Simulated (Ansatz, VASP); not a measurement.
## One calculation of Ge, two programs

Contents of INCAR:

```
SYSTEM = Ge
  PREC = Accurate
  ENCUT = 520
  EDIFF = 1E-6
  ISMEAR = -1
  SIGMA = 0.02
  LREAL = .FALSE.
  LASPH = .TRUE.
  NELM = 100
  ALGO = Normal
  ISIF = 2
  LWAVE = .FALSE.
  LCHARG = .TRUE.
  LDIPOL = .TRUE.
  IDIPOL = 3
  DIPOL = 0.5 0.5 0.500
  GGA = CA
  LELF = .TRUE.
  LVHAR = .TRUE.
  LVACPOTAV = .TRUE.
  NBANDS = 51
```

Contents of KPOINTS:

```
regular mesh
0
G
  7 7 1
  0 0 0
```

Contents of POSCAR:

```
Ge
1.0
    3.9751430010      0.0000000000      0.0000000000
    0.0000000000      3.9751430010      0.0000000000
    0.0000000000      0.0000000000     23.0271000000
Ge
6
Direct
    0.7500000000      0.0000000000      0.3474161655
    0.2500000000      0.0000000000      0.4084496993
    0.2500000000      0.5000000000      0.4694832331
    0.7500000000      0.5000000000      0.5305167669
    0.7500000000      0.0000000000      0.5915503007
    0.2500000000      0.0000000000      0.6525838345
```

Input for Ansatz:

```yaml
crystal:
  lattice:
    - [3.975143001, 0.0, 0.0]
    - [0.0, 3.975143001, 0.0]
    - [0.0, 0.0, 23.0271]
  atoms:
    - { symbol: Ge, position: [0.75, 0.0, 0.3474161655] }
    - { symbol: Ge, position: [0.25, 0.0, 0.4084496993] }
    - { symbol: Ge, position: [0.25, 0.5, 0.4694832331] }
    - { symbol: Ge, position: [0.75, 0.5, 0.5305167669] }
    - { symbol: Ge, position: [0.75, 0.0, 0.5915503007] }
    - { symbol: Ge, position: [0.25, 0.0, 0.6525838345] }
kpoints:
  mp_grid: { grid: [7, 7, 1] }
scf:
  occupations: { method: fermi_dirac, width: 0.02 }
hamiltonian:
  xc: lda
  pseudopotentials: { kind: all_electron, lapw: { basis_error: 0.001 } }
output:
  forces: true
  stress: true
  eigenvalues: true
  populations: true
  dos: { projected: true, de: 0.2, e_range: [-14, 8] }
efield:
  axis: 3
  amplitude: 0
  dipole_correction: true
```

Alike in both runs: task single point; functional LDA; k mesh 7 × 7 × 1; occupations fermi-dirac, width 0.02 eV; no spin polarisation.

```csv
,VASP,Ansatz
version,VASP 6.6.1,Ansatz 0.2.0
potentials or method,"VASP PAW LDA potentials, release 64 (Ge_d), cutoff 520 eV","all-electron LAPW, scalar-relativistic"
```

```tsv
	VASP	Ansatz	Ansatz less VASP
rms of the force components (eV/Å)	0.076	0.074	-0.0023
```

LDA's correlation is that of Perdew and Zunger in VASP and of Perdew and Wang (1992) in Ansatz. Atom by atom the forces differ by 0.006 eV/Å (rms over components). Ansatz ran all-electron here, and VASP with PAW potentials.
